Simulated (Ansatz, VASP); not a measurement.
## Two plane-wave programs on InSb

INCAR

```
ALGO = Normal ; EDIFF = 1E-8
ENCUT = 400 ; GGA = PE
GGA_COMPAT = False ; ISIF = 2
ISMEAR = -1 ; LASPH = True
LCHARG = False ; LEFG = True
LREAL = False ; LWAVE = False
NBANDS = 16 ; NELM = 120
PREC = Accurate ; SIGMA = 0.03
```

Contents of KPOINTS:

```
k-points
0
Gamma
  10 10 10
```

POSCAR

```
InSb
1.0
    0.0000000000      3.2391000000      3.1743180000
    3.2391000000      0.0000000000      3.1743180000
    3.2391000000      3.2391000000      0.0000000000
In Sb
1 1
Direct
    0.0000000000      0.0000000000      0.0000000000
    0.7500000000      0.7500000000      0.7500000000
```

Input for Ansatz:

```yaml
crystal:
  lattice:
    - [0.0, 3.2391, 3.174318]
    - [3.2391, 0.0, 3.174318]
    - [3.2391, 3.2391, 0.0]
  atoms:
    - { symbol: In, position: [0.0, 0.0, 0.0] }
    - { symbol: Sb, position: [0.75, 0.75, 0.75] }
kpoints:
  mp_grid: { grid: [10, 10, 10] }
scf:
  occupations: { method: fermi_dirac, width: 0.03 }
hamiltonian:
  xc: pbe
  pseudopotentials: { kind: paw }
output:
  forces: true
  stress: true
  eigenvalues: true
  efg: { contact_densities: true }
```

Change from the starting cell: zz strain of -2 %, PAW files.

Alike in both runs: task electric field gradients; functional PBE; k mesh 10 × 10 × 10; occupations fermi-dirac, width 0.03 eV; no spin polarisation.

|  | VASP | Ansatz |
| --- | --- | --- |
| version | VASP 6.6.1 | Ansatz 0.2.0 |
| potentials or method | VASP PAW PBE potentials, release 64 (In_d, Sb) | PAW with Ansatz's default frozen-core files, scalar-relativistic |
| plane-wave cutoff (eV) | 400 | 420 |
| valence electrons in the cell | 18 | 28 |

```tsv
	VASP	Ansatz	Ansatz less VASP
pressure (GPa)	4.2	4.2	+0.04
traceless stress, the component that is largest in VASP (GPa)	0.32	0.32	-0.002
size of Vzz on the site where it differs most (V/Å²)	4.4	4.9	+0.51
```

The functional is the same, so the differences come from potentials, cutoffs and numerics. VASP's potentials hold 18 valence electrons a cell and Ansatz's 28, so a difference there can come from the potentials and not from the codes.

Spin-orbit coupling is off throughout.
